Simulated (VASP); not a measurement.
# KCl (P4mm) in VASP: single point with PBE

Aim: the single point of KCl with PBE.

All numbers are computed with VASP 6.6.1; they aren't measurements. Logs are shortened: lines on timing, memory, paths and dates and some standing lists are left out, and cuts for length are marked.

## (1) The cell of the first run

The structure is tetragonal, space group P4mm (No. 99). The conventional cell has a = 3.839 Å, b = 3.839 Å, c = 3.839 Å, α = 90.00°, β = 90.00°, γ = 90.00°. Within 4.3 Å of K (site symmetry 4mm) lie 8 Cl at 3.24 to 3.41 Å and 6 K at 3.84 Å. Within 4.3 Å of Cl (site symmetry 4mm) lie 8 K at 3.24 to 3.41 Å and 6 Cl at 3.84 Å.

## (2) Single point, PBE

Contents of INCAR:

```
SYSTEM = KCl
PREC = Accurate
ENCUT = 520
EDIFF = 1E-6
ISMEAR = 0
SIGMA = 0.05
LREAL = .FALSE.
LASPH = .TRUE.
NELM = 80
ALGO = Normal
ISIF = 2
LWAVE = .FALSE.
LCHARG = .TRUE.
GGA = PE
LELF = .TRUE.
LVHAR = .TRUE.
NBANDS = 15
```

Contents of KPOINTS:

```
regular mesh
0
G
  8 8 8
  0 0 0
```

Contents of POSCAR:

```
KCl
1.0
    3.8391960000      0.0000000000      0.0000000000
    0.0000000000      3.8391960000      0.0000000000
    0.0000000000      0.0000000000      3.8391960000
K Cl
1 1
Direct
    0.0000000000      0.0000000000      0.0000000000
    0.5390706804      0.5000000000      0.5000000000
```

Potentials or basis: VASP PAW PBE potentials, release 64 (K_sv, Cl).

Run with:

```sh
cat potpaw_PBE.64/K_sv/POTCAR potpaw_PBE.64/Cl/POTCAR > POTCAR
mpirun -np 1 vasp_std > vasp.out
```

OUTCAR:

```text
SYSTEM = KCl
   PREC = Accurate
   ENCUT = 520
   EDIFF = 1E-6
   ISMEAR = 0
   LREAL = .FALSE.
   LASPH = .TRUE.
   NELM = 80
   ISIF = 2
   GGA = PE

 ion  position               nearest neighbor table
   1  0.000  0.000  0.000-
   2  0.539  0.500  0.500-

  LATTYP: Found a simple cubic cell.
 ALAT       =     3.8391960000

  Lattice vectors:

 A1 = (   3.8391960000,   0.0000000000,   0.0000000000)
 A2 = (   0.0000000000,   3.8391960000,   0.0000000000)
 A3 = (   0.0000000000,   0.0000000000,   3.8391960000)

Analysis of symmetry for initial positions (statically):
=====================================================================
 Subroutine PRICEL returns:
 Original cell was already a primitive cell.

 Routine SETGRP: Setting up the symmetry group for a
 simple cubic supercell.

 Subroutine GETGRP returns: Found  8 space group operations
 (whereof  8 operations were pure point group operations)
 out of a pool of 48 trial point group operations.

The static configuration has the point symmetry C_4v.

Analysis of symmetry for dynamics (positions and initial velocities):
=====================================================================
 Subroutine PRICEL returns:
 Original cell was already a primitive cell.

 Routine SETGRP: Setting up the symmetry group for a
 simple cubic supercell.

 Subroutine GETGRP returns: Found  8 space group operations
 (whereof  8 operations were pure point group operations)
 out of a pool of 48 trial point group operations.

The dynamic configuration has the point symmetry C_4v.

 Subroutine INISYM returns: Found  8 space group operations
 (whereof  8 operations are pure point group operations),
 and found     1 'primitive' translations

----------------------------------------------------------------------------------------

                                     Primitive cell

  volume of cell :      56.5875

  direct lattice vectors                    reciprocal lattice vectors
     3.839196000  0.000000000  0.000000000     0.260471203  0.000000000  0.000000000
     0.000000000  3.839196000  0.000000000     0.000000000  0.260471203  0.000000000
     0.000000000  0.000000000  3.839196000     0.000000000  0.000000000  0.260471203

  length of vectors
     3.839196000  3.839196000  3.839196000     0.260471203  0.260471203  0.260471203

  position of ions in fractional coordinates (direct lattice)
     0.000000000  0.000000000  0.000000000
     0.539070680  0.500000000  0.500000000
[... 87 lines left out ...]
   PSTRESS=    0.0 pullay stress
   NELECT =      16.0000    total number of electrons
   NUPDOWN=      -1.0000    fix difference up-down
   EMIN   =  10.00;   EMAX   =-10.00  energy-range for DOS
   EFERMI =   0.00;   METHOD = LEGACY
   ISMEAR =     0;   SIGMA  =   0.05  broadening in eV -4-tet -1-fermi 0-gaus
   EFERMI_NEDOS =   21; number of points for ismear=-14 and -15
   IALGO  =     38    algorithm
   IMIX   =      4    mixing-type and parameters
     AMIX     =   0.40;   BMIX     =  1.00
     AMIX_MAG =   1.60;   BMIX_MAG =  1.00
  volume/ion in A,a.u.               =      28.29       190.94
  Fermi-wavevector in a.u.,A,eV,Ry     =   1.074504  2.030517 15.708715  1.154558
  Thomas-Fermi vector in A             =   2.210334
   LORBIT       =      0    0 simple, 1 ext, 2 COOP (PROOUT), +10 PAW based schemes
   GGA     = PE    functional components
   LHFCALC =     F    Hartree Fock is set to
   AEXX    =    0.0000 exact exchange contribution
   IVDW    =     0    specifies the selected vdW correction
   LEPSILON=     F    determine dielectric tensor
   LRPA    =     F    only Hartree local field effects (RPA)
 non-spin polarized calculation
 Gauss-broadening in eV      SIGMA  =   0.05
  energy-cutoff  :      520.00
  volume of cell :       56.59
 maximum number of plane-waves:      1568
 NGX is ok and might be reduce to    30
   NGX = 15   NGY = 15   NGZ = 15

 number of electron      16.0000004 magnetization

 Free energy of the ion-electron system (eV)
  ---------------------------------------------------
  ext. energy  EPLUGINS =         0.00000000
  ---------------------------------------------------
  free energy    TOTEN  =        -6.64811459 eV

  energy without entropy =       -6.64811459  energy(sigma->0) =       -6.64811459

 E-fermi :  -0.5374     XC(G=0):  -8.0670

 val. band max:       -0.8386845842   @ k =   0.0000   0.5000   0.5000
 cond. band min:       3.9627689955   @ k =   0.0000   0.0000   0.0000
 fundamental gap:      4.8014535797
 Fermi energy:        -0.5374454631

 k-point     1 :       0.0000    0.0000    0.0000
  band No.  band energies     occupation
      1     -28.8866      2.00000
      2     -13.4105      2.00000
      3     -12.2735      2.00000
      4     -12.2735      2.00000
      5     -12.2687      2.00000
      6      -1.0462      2.00000
      7      -1.0427      2.00000
      8      -1.0427      2.00000
      9       3.9628      0.00000
     10       5.7290      0.00000
     11       5.7882      0.00000
     12       9.7937      0.00000
     13       9.8327      0.00000
     14       9.8327      0.00000
[... 401 lines left out ...]
      2     -13.4156      2.00000
      3     -12.3951      2.00000
      4     -12.2418      2.00000
      5     -12.2153      2.00000
      6      -2.1765      2.00000
      7      -1.6143      2.00000
      8      -0.9549      2.00000
      9       6.1139      0.00000
     10       6.7093      0.00000
     11       8.1615      0.00000
     12       8.7274      0.00000
     13       9.1939      0.00000
     14       9.2853      0.00000
     15      11.0334      0.00000

 [... further k-points ...]

------------------------ aborting loop because EDIFF is reached ----------------------------------------

  FORCE on cell =-STRESS in cart. coord.  units (eV):
  Direction    XX          YY          ZZ          XY          YZ          ZX
  --------------------------------------------------------------------------------------
  -------------------------------------------------------------------------------------
  Total        0.0251381      0.0355927      0.0355927     -0.0000000      0.0000000      0.0000000
  in kB        0.7117427      1.0077451      1.0077451     -0.0000000      0.0000000      0.0000000
  external PRESSURE =       0.9090776 kB  Pullay stress =       0.0000000 kB

 VOLUME and BASIS-vectors are now :
 -----------------------------------------------------------------------------
  energy-cutoff  :      520.00
  volume of cell :       56.59
      direct lattice vectors                 reciprocal lattice vectors
     3.839196000  0.000000000  0.000000000     0.260471203  0.000000000  0.000000000
     0.000000000  3.839196000  0.000000000     0.000000000  0.260471203  0.000000000
     0.000000000  0.000000000  3.839196000     0.000000000  0.000000000  0.260471203

 POSITION                                       TOTAL-FORCE (eV/Angst)
 -----------------------------------------------------------------------------------
      0.00000      0.00000      0.00000         0.096926      0.000000      0.000000
      2.06960      1.91960      1.91960        -0.096926     -0.000000     -0.000000
 -----------------------------------------------------------------------------------
    total drift:                               -0.000086     -0.000000     -0.000000

  FREE ENERGIE OF THE ION-ELECTRON SYSTEM (eV)
  ---------------------------------------------------
  free  energy   TOTEN  =        -6.6481145936 eV

  energy  without entropy=       -6.6481145936  energy(sigma->0) =       -6.64811459
```

OSZICAR:

```text
N       E                     dE             d eps       ncg     rms          rms(c)
DAV:   1     0.101912678520E+03    0.10191E+03   -0.72205E+03  2250   0.969E+02
DAV:   2    -0.113790929326E+01   -0.10305E+03   -0.95803E+02  2966   0.243E+02
DAV:   3    -0.676899057597E+01   -0.56311E+01   -0.56023E+01  3105   0.499E+01
DAV:   4    -0.696408314518E+01   -0.19509E+00   -0.19505E+00  3330   0.849E+00
DAV:   5    -0.696573229392E+01   -0.16491E-02   -0.16491E-02  3217   0.866E-01    0.294E+00
DAV:   6    -0.668010052999E+01    0.28563E+00   -0.31320E-01  2845   0.322E+00    0.243E+00
DAV:   7    -0.664572602817E+01    0.34375E-01   -0.91977E-02  3062   0.197E+00    0.147E+00
DAV:   8    -0.664781641998E+01   -0.20904E-02   -0.17494E-02  3223   0.102E+00    0.223E-01
DAV:   9    -0.664783382495E+01   -0.17405E-04   -0.86795E-04  3042   0.207E-01    0.111E-01
DAV:  10    -0.664811739519E+01   -0.28357E-03   -0.38443E-04  2600   0.155E-01    0.282E-02
DAV:  11    -0.664811320592E+01    0.41893E-05   -0.17516E-05  3246   0.308E-02    0.985E-03
DAV:  12    -0.664811452724E+01   -0.13213E-05   -0.13244E-06  2535   0.933E-03    0.173E-03
DAV:  13    -0.664811459358E+01   -0.66340E-07   -0.67914E-08  2315   0.219E-03
   1 F= -.66481146E+01 E0= -.66481146E+01  d E =-.122048E-19
```

Wall time 22 s (1 thread of Intel Xeon 6975P-C (Granite Rapids), shared host); peak memory 0.2 GiB.

What came out:

```
Free energy            : -6.6481 eV
Pressure               : 0.1 GPa
Largest force          : 0.097 eV/Å
Band gap on the k mesh : 4.80 eV, indirect (least direct gap 5.01 eV)
```

Forces on the atoms (eV/Å):
```
K    0.097  0.000  0.000
Cl  -0.097  0.000  0.000
```

A k mesh can miss the band edges. As with any semilocal functional, this PBE gap is likely too small.
